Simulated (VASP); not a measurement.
Runs of VASP 6.6.1 on V. The structure is that of space group Im-3m (No. 229), or close to it. The cells are those of the table. 

```tsv
task	cell	cutoff (eV)	gap on the mesh (eV)	pressure (GPa)
relaxation of cell and atoms	relaxed from a = 2.621 Å, angles 109.5°, 1 atom	600	none	0.0
relaxation of cell and atoms	relaxed to 50 GPa from a = 2.435 Å, angles 109.5°, 1 atom	600	none	50.0
single point	a = 2.596 Å, angles 109.5°, 1 atom	520	none	0.4
single point	a = 2.434 Å, angles 109.5°, 1 atom	520	none	50.6
relaxation of cell and atoms	relaxed to 1 GPa from a = 2.587 Å, angles 109.5°, 1 atom	600	none	1.0
single point	a = 2.600 Å, angles 109.5°, 1 atom	520	none	(a)
single point	a = 2.577 Å, angles 109.5°, 1 atom	520	none	4.4
```

Alike in all rows: level PBE; potentials or basis VASP PAW PBE potentials, release 64 (V_sv); no spin polarisation; k mesh 20 × 20 × 20; smearing gaussian 0.1 eV.

Problem. Estimate the missing entries.

Solution. (a) -0.7.

Caveats: the cell is relaxed towards a set pressure, so the enthalpy falls and the energy may rise (some runs).

A gap of «none» marks levels without a gap at the run's occupations.
